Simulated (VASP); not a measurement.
A run of VASP 6.6.1 is set up as follows.

File INCAR:

```
PREC = Accurate
ENCUT = 600
EDIFF = 1E-6
ISMEAR = 0
SIGMA = 0.15
LREAL = F
LASPH = T
NELM = 120
ALGO = Normal
ISIF = 2
LWAVE = F
LCHARG = F
GGA = PE
NBANDS = 26
GGA_COMPAT = F
```

Contents of KPOINTS:

```
Automatic mesh
0
Gamma
  4 4 2
```

POSCAR

```
NbAl2N3
1.0
    2.9073979514      0.0000000027      0.0000000000
   -1.4536989780      2.5178804835      0.0000000000
    0.0000000000      0.0000000000      7.5960771956
Al Nb N
2 1 3
Direct
    0.3333333333      0.6666666667      0.6550348436
    0.6666666667      0.3333333333      0.3449651564
    0.0000000000      0.0000000000      0.0000000000
    0.6666666667      0.3333333333      0.8036533057
    0.3333333333      0.6666666667      0.1963466943
    0.0000000000      0.0000000000      0.5000000000
```

Potentials or basis: VASP PAW PBE potentials, release 64 (Al, Nb_sv, N).

Launch:

```sh
$ cat potpaw_PBE.64/Al/POTCAR potpaw_PBE.64/Nb_sv/POTCAR potpaw_PBE.64/N/POTCAR > POTCAR
$ mpirun -np 1 vasp_std > vasp.out
```

(1) What does it give for the pressure?

(2) Predict the band gap on the k mesh.

Results:

(1) -0.9 GPa.

(2) 0.55 eV, indirect (least direct gap 0.65 eV).

Caveat: the k points lie up to 0.62 Å⁻¹ apart.
